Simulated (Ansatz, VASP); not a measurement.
Given: the input of a run of VASP 6.6.1 on CuAu.

File INCAR:

```
SYSTEM = CuAu
  ALGO = Normal
  EDIFF = 1E-6
  ENCUT = 520
  ISIF = 2
  ISMEAR = -1
  LASPH = .True.
  LCHARG = .False.
  LREAL = .False.
  LWAVE = .False.
  NBANDS = 18
  NELM = 100
  PREC = Accurate
  SIGMA = 0.05
```

KPOINTS

```
k-points
0
Gamma
  11 11 11
  0 0 0
```

The input POSCAR:

```
CuAu
1.0
    1.4620466157      0.8441130071      4.3121794307
   -1.4620466157      0.8441130071      4.3121794307
    0.0000000000     -1.6882260143      4.3121794307
Au Cu
1 1
Direct
    0.0000000000      0.0000000000      0.0000000000
    0.5000000000      0.5000000000      0.5000000000
```

Potentials or basis: VASP PAW LDA potentials, release 64 (Au, Cu).

Run with:

```console
$ cat potpaw_LDA.64/Au/POTCAR potpaw_LDA.64/Cu/POTCAR > POTCAR
$ mpirun -np 1 vasp_std > vasp.out
```

Q: Translate it to Ansatz 0.2.0. Potentials there: all-electron LAPW, scalar-relativistic.

A: As run (the cutoff follows the program's own potentials):

input.yaml

```yaml
crystal:
  lattice:
    - [1.4620466157, 0.8441130071, 4.3121794307]
    - [-1.4620466157, 0.8441130071, 4.3121794307]
    - [0.0, -1.6882260143, 4.3121794307]
  atoms:
    - { symbol: Au, position: [0.0, 0.0, 0.0] }
    - { symbol: Cu, position: [0.5, 0.5, 0.5] }
kpoints:
  mp_grid: { grid: [11, 11, 11] }
scf:
  occupations: { method: fermi_dirac, width: 0.05 }
hamiltonian:
  xc: lda
  pseudopotentials: { kind: all_electron, lapw: { basis_error: 0.001 } }
output:
  forces: true
  stress: true
  eigenvalues: true
```

Potentials or basis: all-electron LAPW, scalar-relativistic.

Run with:

```bash
$ ansatz run input.yaml --threads 1 --pin off --max-ram 3072MiB --backend cpu --events-out ev --progress --plain --runs-dir out
```

Both were run:

|  | VASP | Ansatz | Ansatz less VASP |
| --- | --- | --- | --- |
| gap on the k mesh at the Fermi level (eV) | none | none | - |
| pressure (GPa) | -16.1 | -16.6 | -0.53 |
| traceless stress, the component that is largest in VASP (GPa) | -0.03 | -0.21 | -0.175 |

LDA's correlation is that of Perdew and Zunger in VASP and of Perdew and Wang (1992) in Ansatz. A gap of «none» marks a metal or a gap that the smearing closes. Ansatz ran all-electron here, and VASP with PAW potentials.

Spin-orbit coupling is off throughout.
